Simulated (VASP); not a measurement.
# Pt (Fm-3m) in VASP: notebook

Runs on Pt. Level: PBEsol. Tasks: single point.

Everything below comes from runs of VASP 6.6.1. Logs are shortened: lines on timing, memory, paths and dates and some standing lists are left out, and cuts for length are marked.

**1. The cell of the first run**

It takes space group Fm-3m (No. 225, cubic). Conventional cell: a = 3.995 Å, b = 3.995 Å, c = 3.995 Å, α = 90.00°, β = 90.00°, γ = 90.00°. Pt (site symmetry m-3m) has 12 Pt at 2.82 Å within 3.7 Å.

**2. Single point, PBEsol (volume scaled by 1.06)**

File INCAR:

```
SYSTEM = Pt
ALGO = Fast
EDIFF = 1E-6
ENCUT = 520
GGA = PS
ISIF = 2
ISMEAR = 0
LASPH = .True.
LCHARG = .True.
LELF = .True.
LREAL = .False.
LVHAR = .True.
LWAVE = .False.
NBANDS = 11
NELM = 80
PREC = Accurate
SIGMA = 0.1
```

File KPOINTS:

```
k-points
0
Gamma
  18 18 18
  0 0 0
```

File POSCAR:

```
Pt
1.0
    0.0000000000      1.9974623317      1.9974623317
    1.9974623317      0.0000000000      1.9974623317
    1.9974623317      1.9974623317      0.0000000000
Pt
1
Direct
    0.0000000000      0.0000000000      0.0000000000
```

Potentials or basis: VASP PAW PBE potentials, release 64 (Pt).

Started as:

```console
> cat potpaw_PBE.64/Pt/POTCAR > POTCAR
> mpirun -np 1 vasp_std > vasp.out
```

OUTCAR:

```text
SYSTEM = Pt
   EDIFF = 1E-6
   ENCUT = 520
   GGA = PS
   ISIF = 2
   ISMEAR = 0
   LASPH = .True.
   LREAL = .False.
   NELM = 80
   PREC = Accurate

 ion  position               nearest neighbor table
   1  0.000  0.000  0.000-

  LATTYP: Found a face centered cubic cell.
 ALAT       =     3.9949246634

  Lattice vectors:

 A1 = (   0.0000000000,   1.9974623317,   1.9974623317)
 A2 = (   1.9974623317,   0.0000000000,   1.9974623317)
 A3 = (   1.9974623317,   1.9974623317,   0.0000000000)

Analysis of symmetry for initial positions (statically):
=====================================================================
 Subroutine PRICEL returns:
 Original cell was already a primitive cell.

 Routine SETGRP: Setting up the symmetry group for a
 face centered cubic supercell.

 Subroutine GETGRP returns: Found 48 space group operations
 (whereof 48 operations were pure point group operations)
 out of a pool of 48 trial point group operations.

The static configuration has the point symmetry O_h .

Analysis of symmetry for dynamics (positions and initial velocities):
=====================================================================
 Subroutine PRICEL returns:
 Original cell was already a primitive cell.

 Routine SETGRP: Setting up the symmetry group for a
 face centered cubic supercell.

 Subroutine GETGRP returns: Found 48 space group operations
 (whereof 48 operations were pure point group operations)
 out of a pool of 48 trial point group operations.

The dynamic configuration has the point symmetry O_h .

 Subroutine INISYM returns: Found 48 space group operations
 (whereof 48 operations are pure point group operations),
 and found     1 'primitive' translations

----------------------------------------------------------------------------------------

                                     Primitive cell

  volume of cell :      15.9392

  direct lattice vectors                    reciprocal lattice vectors
     0.000000000  1.997462332  1.997462332    -0.250317612  0.250317612  0.250317612
     1.997462332  0.000000000  1.997462332     0.250317612 -0.250317612  0.250317612
     1.997462332  1.997462332  0.000000000     0.250317612  0.250317612 -0.250317612

  length of vectors
     2.824838320  2.824838320  2.824838320     0.433562821  0.433562821  0.433562821

  position of ions in fractional coordinates (direct lattice)
     0.000000000  0.000000000  0.000000000

  ion indices of the primitive-cell ions
   primitive index   ion index
                 1           1

----------------------------------------------------------------------------------------

 KPOINTS: k-points

Automatic generation of k-mesh.
 Grid dimensions read from file:
 generate k-points for:   18   18   18

 Generating k-lattice:

  Cartesian coordinates                     Fractional coordinates (reciprocal lattice)
    -0.013906534  0.013906534  0.013906534     0.055555556  0.000000000  0.000000000
     0.013906534 -0.013906534  0.013906534     0.000000000  0.055555556  0.000000000
     0.013906534  0.013906534 -0.013906534     0.000000000  0.000000000  0.055555556

  Length of vectors
     0.024086823  0.024086823  0.024086823

  Shift w.r.t. Gamma in fractional coordinates (k-lattice)
     0.000000000  0.000000000  0.000000000

 Subroutine IBZKPT returns following result:
 ===========================================

 Found    195 irreducible k-points:

 Following reciprocal coordinates:
            Coordinates               Weight
  0.000000  0.000000  0.000000      1.000000
  0.055556  0.000000  0.000000      8.000000
  0.111111  0.000000  0.000000      8.000000
  0.166667  0.000000  0.000000      8.000000
  0.222222  0.000000  0.000000      8.000000
  0.277778  0.000000  0.000000      8.000000
[... 16 lines left out ...]
 -0.277778  0.055556  0.000000     24.000000
 -0.222222  0.055556  0.000000     24.000000
 [... further k-points ...]
   k-points           NKPTS =    195   k-points in BZ     NKDIM =    195   number of bands    NBANDS=     11
   number of dos      NEDOS =    301   number of ions     NIONS =      1
   total plane-waves  NPLWV =  13824
   dimension x,y,z NGX =    24 NGY =   24 NGZ =   24
   dimension x,y,z NGXF=    48 NGYF=   48 NGZF=   48
   ions per type =               1
   NGX,Y,Z   is equivalent  to a cutoff of  14.12, 14.12, 14.12 a.u.
   NGXF,Y,Z  is equivalent  to a cutoff of  28.25, 28.25, 28.25 a.u.
 SYSTEM =  Pt
   PREC   = accura    normal or accurate (medium, high low for compatibility)
   ISTART =      0    job   : 0-new  1-cont  2-samecut
   ICHARG =      2    charge: 1-file 2-atom 10-const
   ISPIN  =      1    spin polarized calculation?
   LNONCOLLINEAR =      F non collinear calculations
   LSORBIT =      F    spin-orbit coupling
   LASPH  =      T    aspherical Exc in radial PAW
   ENCUT  =  520.0 eV  38.22 Ry    6.18 a.u.   5.25  5.25  5.25*2*pi/ulx,y,z
   NELM   =     80;   NELMIN=  2; NELMDL= -5     # of ELM steps
   EDIFF  = 0.1E-05   stopping-criterion for ELM
   LREAL  =      F    real-space projection
   EDIFFG = 0.1E-04   stopping-criterion for IOM
   NSW    =      0    number of steps for IOM
   IBRION =     -1    ionic relax: 0-MD 1-quasi-New 2-CG
   NFREE  =      0    steps in history (QN), initial steepest desc. (CG)
   ISIF   =      2    stress and relaxation
   ISYM   =      2    0-nonsym 1-usesym 2-fastsym
   POTIM  = 0.5000    time-step for ionic-motion
   TEBEG  =    0.0;   TEEND  =   0.0 temperature during run
   PSTRESS=    0.0 pullay stress
   NELECT =      10.0000    total number of electrons
   NUPDOWN=      -1.0000    fix difference up-down
   EMIN   =  10.00;   EMAX   =-10.00  energy-range for DOS
   EFERMI =   0.00;   METHOD = LEGACY
   ISMEAR =     0;   SIGMA  =   0.10  broadening in eV -4-tet -1-fermi 0-gaus
   EFERMI_NEDOS =   21; number of points for ismear=-14 and -15
   IALGO  =     68    algorithm
   IMIX   =      4    mixing-type and parameters
     AMIX     =   0.40;   BMIX     =  1.00
     AMIX_MAG =   1.60;   BMIX_MAG =  1.00
  volume/ion in A,a.u.               =      15.94       107.56
  Fermi-wavevector in a.u.,A,eV,Ry     =   1.401478  2.648409 26.723749  1.964140
  Thomas-Fermi vector in A             =   2.524335
   LORBIT       =      0    0 simple, 1 ext, 2 COOP (PROOUT), +10 PAW based schemes
   GGA     = PS    functional components
   LHFCALC =     F    Hartree Fock is set to
   AEXX    =    0.0000 exact exchange contribution
   IVDW    =     0    specifies the selected vdW correction
   LEPSILON=     F    determine dielectric tensor
   LRPA    =     F    only Hartree local field effects (RPA)
 non-spin polarized calculation
 RMM-DIIS sequential band-by-band and
 Gauss-broadening in eV      SIGMA  =   0.10
  energy-cutoff  :      520.00
  volume of cell :       15.94
 maximum number of plane-waves:       444
 NGX is ok and might be reduce to    24
   NGX = 11   NGY = 11   NGZ = 11

 number of electron      10.0000001 magnetization

 Free energy of the ion-electron system (eV)
  ---------------------------------------------------
  ext. energy  EPLUGINS =         0.00000000
  ---------------------------------------------------
  free energy    TOTEN  =        -6.92100577 eV

  energy without entropy =       -6.90934402  energy(sigma->0) =       -6.91517490

 E-fermi :  10.0597     XC(G=0): -13.3027

 val. band max:       10.0564870203   @ k =  -0.3333   0.3889   0.1111
 cond. band min:      10.0661801566   @ k =   0.5000   0.5000   0.0000
 fundamental gap:      0.0096931363
 Fermi energy:        10.0596924896

 k-point     1 :       0.0000    0.0000    0.0000
  band No.  band energies     occupation
      1       0.3770      2.00000
      2       6.5825      2.00000
      3       6.5825      2.00000
      4       6.5825      2.00000
      5       8.5708      2.00000
      6       8.5708      2.00000
      7      24.8214      0.00000
      8      29.4664      0.00000
      9      29.4664      0.00000
     10      29.4664      0.00000
     11      34.5681      0.00000

 k-point     2 :       0.0556    0.0000    0.0000
  band No.  band energies     occupation
      1       0.4950      2.00000
      2       6.5316      2.00000
      3       6.6285      2.00000
      4       6.6285      2.00000
      5       8.5456      2.00000
      6       8.5456      2.00000
      7      24.9979      0.00000
      8      28.7954      0.00000
      9      29.6401      0.00000
     10      29.6401      0.00000
     11      35.2727      0.00000

 k-point     3 :       0.1111    0.0000    0.0000
  band No.  band energies     occupation
      1       0.8390      2.00000
      2       6.4006      2.00000
      3       6.7492      2.00000
      4       6.7492      2.00000
      5       8.4921      2.00000
      6       8.4921      2.00000
      7      25.4721      0.00000
      8      27.3876      0.00000
      9      30.1428      0.00000
     10      30.1428      0.00000
     11      35.8016      0.00000

 k-point     4 :       0.1667    0.0000    0.0000
  band No.  band energies     occupation
      1       1.3741      2.00000
      2       6.2528      2.00000
      3       6.8858      2.00000
      4       6.8858      2.00000
      5       8.4791      2.00000
      6       8.4791      2.00000
      7      25.6693      0.00000
      8      26.1457      0.00000
      9      30.9125      0.00000
     10      30.9125      0.00000
     11      34.2271      0.00000
[... 239 lines left out ...]
 k-point    22 :      -0.3333    0.0556    0.0000
  band No.  band energies     occupation
      1       3.2189      2.00000
      2       6.6823      2.00000
      3       6.7877      2.00000
      4       7.1565      2.00000
      5       9.2029      2.00000
      6       9.8809      1.98855
      7      19.2756      0.00000
      8      25.3541      0.00000
      9      29.1071      0.00000
     10      31.0456      0.00000
     11      34.3352      0.00000

 k-point    23 :      -0.2778    0.0556    0.0000
  band No.  band energies     occupation
      1       2.9015      2.00000
      2       6.4164      2.00000
      3       6.8512      2.00000
      4       6.9199      2.00000
      5       8.7534      2.00000
      6       9.4196      2.00000
      7      21.3674      0.00000
      8      25.9925      0.00000
      9      29.9450      0.00000
     10      32.7186      0.00000
     11      32.8413      0.00000

 k-point    24 :      -0.2222    0.0556    0.0000
  band No.  band energies     occupation
      1       2.3394      2.00000
      2       6.1275      2.00000
      3       6.9494      2.00000
      4       7.0119      2.00000
      5       8.3986      2.00000
      6       9.0180      2.00000
      7      23.3731      0.00000
      8      26.4684      0.00000
      9      30.4950      0.00000
     10      32.0801      0.00000
     11      33.2555      0.00000

 [... further k-points ...]

------------------------ aborting loop because EDIFF is reached ----------------------------------------

  FORCE on cell =-STRESS in cart. coord.  units (eV):
  Direction    XX          YY          ZZ          XY          YZ          ZX
  --------------------------------------------------------------------------------------
  -------------------------------------------------------------------------------------
  Total       -1.4639920     -1.4639920     -1.4639920      0.0000000      0.0000000      0.0000000
  in kB     -147.1578737   -147.1578737   -147.1578737      0.0000000      0.0000000      0.0000000
  external PRESSURE =    -147.1578737 kB  Pullay stress =       0.0000000 kB

 VOLUME and BASIS-vectors are now :
 -----------------------------------------------------------------------------
  energy-cutoff  :      520.00
  volume of cell :       15.94
      direct lattice vectors                 reciprocal lattice vectors
     0.000000000  1.997462332  1.997462332    -0.250317612  0.250317612  0.250317612
     1.997462332  0.000000000  1.997462332     0.250317612 -0.250317612  0.250317612
     1.997462332  1.997462332  0.000000000     0.250317612  0.250317612 -0.250317612

 POSITION                                       TOTAL-FORCE (eV/Angst)
 -----------------------------------------------------------------------------------
      0.00000      0.00000      0.00000         0.000000      0.000000      0.000000
 -----------------------------------------------------------------------------------
    total drift:                               -0.000000      0.000000     -0.000000

  FREE ENERGIE OF THE ION-ELECTRON SYSTEM (eV)
  ---------------------------------------------------
  free  energy   TOTEN  =        -6.9210057672 eV

  energy  without entropy=       -6.9093440232  energy(sigma->0) =       -6.91517490
```

It took 37 s on 1 thread of Intel Xeon Platinum 8259CL at 2.50GHz (Skylake/Cascade Lake), shared host; peak memory 0.17 GiB.

Results:

```yaml
Free_energy: -6.9210 eV
Pressure: -14.7 GPa
Band_gap_on_the_k_mesh: zero (band 5 reaches 10.50 eV, above the bottom of band 6 at 8.48 eV)
```

Caveat: the PAW data sets were made with another functional, which shifts forces and pressure a little; spin-orbit coupling is left out, which moves the levels of the heavy elements.

**3. Single point, PBEsol (volume scaled by 1.10)**

File INCAR:

```
SYSTEM = Pt
PREC = Accurate ; ENCUT = 520
EDIFF = 1E-6 ; ISMEAR = 0
SIGMA = 0.1 ; LREAL = .FALSE.
LASPH = .TRUE. ; NELM = 60
ALGO = Normal ; ISIF = 2
LWAVE = .FALSE. ; LCHARG = .FALSE.
GGA = PS ; NBANDS = 11
```

File KPOINTS:

```
Automatic mesh
0
G
  18 18 18
  0 0 0
```

File POSCAR:

```
Pt
1.0
    0.0000000000      2.0222780657      2.0222780657
    2.0222780657      0.0000000000      2.0222780657
    2.0222780657      2.0222780657      0.0000000000
Pt
1
Direct
    0.0000000000      0.0000000000      0.0000000000
```

Potentials or basis: VASP PAW PBE potentials, release 64 (Pt).

Started as:

```console
> cat potpaw_PBE.64/Pt/POTCAR > POTCAR
> mpirun -np 1 vasp_std > vasp.out
```

Run time: 43 s. Hardware: 1 thread of Intel Xeon Platinum 8259CL at 2.50GHz (Skylake/Cascade Lake), shared host; peak memory 0.17 GiB.

The run converged. Its results:

- Free energy: -6.8529 eV
- Pressure: -21.5 GPa
- Band gap on the k mesh: zero (band 5 reaches 9.81 eV, above the bottom of band 6 at 7.92 eV)

Levels at points of the mesh, in eV from the Fermi level:
```
           k point  band 3  band 4  band 5  band 6  band 7  band 8
(0.00, 0.00, 0.00)   -3.27   -3.27   -1.40   -1.40   14.83   19.27
(0.50, 0.00, 0.00)   -3.31   -0.17    0.03    0.03    5.13   14.36
(0.50, 0.50, 0.00)    0.00    0.40    0.40    1.90    7.88   11.04
```

Caveat: the PAW data sets were made with another functional, which shifts forces and pressure a little; spin-orbit coupling is left out, which moves the levels of the heavy elements.

**4. Single point, PBEsol (strained)**

File INCAR:

```
SYSTEM = Pt
PREC = Accurate
ENCUT = 520
EDIFF = 1E-6
ISMEAR = 0
SIGMA = 0.1
LREAL = .FALSE.
LASPH = .TRUE.
NELM = 100
ALGO = Fast
ISIF = 2
LWAVE = .FALSE.
LCHARG = .FALSE.
GGA = PS
NBANDS = 11
```

KPOINTS is that of step 3.

File POSCAR:

```
Pt
1.0
    0.0000000000      1.8959353830      1.8959353830
    1.8959353830      0.0000000000      1.8959353830
    1.8959353830      1.8959353830      0.0000000000
Pt
1
Direct
    0.0000000000      0.0000000000      0.0000000000
```

Started as:

```console
> cat potpaw_PBE.64/Pt/POTCAR > POTCAR
> mpirun -np 1 vasp_std > vasp.out
```

It took 16 s on 1 thread of AMD EPYC 9R45 (Zen 5), shared host; peak memory 0.12 GiB.

Results (log left out):

```
Free energy            : -6.8226 eV
Pressure               : 36.5 GPa
Band gap on the k mesh : zero (band 5 reaches 13.77 eV, above the bottom of band 6 at 11.10 eV)
```

Levels at points of the mesh, in eV from the Fermi level:
```
           k point  band 1  band 2  band 3  band 4  band 5  band 6  band 7  band 8  band 9  band 10
(0.00, 0.00, 0.00)  -11.50   -4.49   -4.49   -4.49   -1.92   -1.92   14.26   19.81   19.81    19.81
(0.50, 0.00, 0.00)   -8.52   -4.58   -4.58   -0.98    0.06    0.06    6.63   13.85   19.60    19.60
(0.50, 0.50, 0.00)   -8.33   -7.81    0.03    0.60    0.60    1.51   10.00   11.64   11.64    21.36
```

Caveat: the cell differs from its parent crystal (strained); the PAW data sets were made with another functional, which shifts forces and pressure a little; spin-orbit coupling is left out, which moves the levels of the heavy elements.

**5. The runs side by side**

| cell | gap on the mesh (eV) | pressure (GPa) |
| --- | --- | --- |
| a = 2.825 Å, angles 60.0°, 1 atom | none | -14.7 |
| a = 2.860 Å, angles 60.0°, 1 atom | none | -21.5 |
| a = 2.681 Å, angles 60.0°, 1 atom | none | 36.5 |

Alike in all rows: task single point; level PBEsol; potentials or basis VASP PAW PBE potentials, release 64 (Pt); no spin polarisation; k mesh 18 × 18 × 18; cutoff (eV) 520; smearing gaussian 0.1 eV.

Caveats: the PAW data sets were made with another functional, which shifts forces and pressure a little; spin-orbit coupling is left out, which moves the levels of the heavy elements.

Absolute energies hang on the potentials; compare differences alone.
